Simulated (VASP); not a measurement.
**Ir: single point with PBE**

Crystal: Ir.

```
Ir
1.0
     0.00000    0.00000   -4.45599
    -4.12112   -2.37933    0.00000
     0.00000    4.75866    0.00000
Ir
6
Direct
  0.25000 0.33333 0.33333
  0.25000 0.66667 0.00000
  0.25000 0.00000 0.66667
  0.75000 0.66667 0.66667
  0.75000 0.00000 0.33333
  0.75000 0.33333 0.00000
```

```
Program                : VASP 6.6.1
Task                   : single point
Functional             : PBE
Potentials or basis    : VASP PAW PBE potentials, release 64 (Ir)
Cutoff                 : 520 eV
k mesh                 : 8 × 9 × 9
Occupations            : gaussian, width 0.1 eV
Spin                   : no spin polarisation
Dipole correction      : no
Further INCAR settings : ALGO = Fast; EDIFF = 1e-06; NBANDS = 36
```

```json
{
  "Pressure": "0.5 GPa",
  "Band gap on the k mesh": "zero (band 27 reaches 10.54 eV, above the bottom of band 28 at 9.53 eV)"
}
```

Levels at points of the mesh, in eV from the Fermi level:
```
           k point  band 24  band 25  band 26  band 27  band 28  band 29  band 30  band 31
(0.00, 0.00, 0.00)    -0.75    -0.05    -0.05    -0.05    -0.05     0.25     0.25     0.29
(0.50, 0.00, 0.00)    -2.31    -0.47    -0.47    -0.47    -0.47     0.29     0.29     0.29
```

Wall time 4.9 min on 1 thread of Intel(R) Xeon(R) Platinum 8375C CPU @ 2.90GHz (Ice Lake), with other jobs on the host, peak memory 0.29 GiB.

Caveat: spin-orbit coupling is left out, which moves the levels of the heavy elements.
